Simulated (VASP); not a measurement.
**C: single point with PBEsol+D3(BJ)**

The system is C.

```
C
1.0
     2.34381    0.00000    0.00000
    -1.17191    2.02980    0.00000
     0.00000    0.00000    7.52668
C
4
Direct
  0.00000 0.00000 0.00250
  0.00000 0.00000 0.50250
  0.33333 0.66667 0.00250
  0.66667 0.33333 0.50250
```

```json
{
 "Program": "VASP 6.6.1",
 "Task": "single point",
 "Functional": "PBEsol",
 "Dispersion": "D3(BJ)",
 "Potentials or basis": "VASP PAW PBE potentials, release 64 (C)",
 "Cutoff": "520 eV",
 "k mesh": "21 × 21 × 8",
 "Occupations": "gaussian, width 0.15 eV",
 "Spin": "no spin polarisation"
}
```

```
Pressure                   : 45.4 GPa
Band gap on the k mesh     : zero (filled and empty bands overlap)
Dispersion energy per atom : -0.091 eV
```

Stress tensor (GPa, compression positive):
```
69.13  0.00  0.00
 0.00 69.13  0.00
 0.00  0.00 -2.19
```

Levels at points of the mesh, in eV from the Fermi level:
| k point | band 5 | band 6 | band 7 | band 8 | band 9 | band 10 | band 11 | band 12 |
| --- | --- | --- | --- | --- | --- | --- | --- | --- |
| (0.00, 0.00, 0.00) | -2.90 | -2.90 | -2.90 | -2.90 | 2.81 | 7.48 | 9.34 | 9.34 |
| (0.00, 0.00, 0.50) | -2.90 | -2.90 | -2.90 | -2.90 | 4.65 | 4.65 | 9.35 | 9.35 |

Run time: 120 s on 1 thread of Intel(R) Xeon(R) Platinum 8259CL CPU @ 2.50GHz (Skylake/Cascade Lake), with other jobs on the host, peak memory 0.23 GiB.

Caveat: the cell stands under pressure; the PAW data sets were made with another functional, which shifts forces and pressure a little.
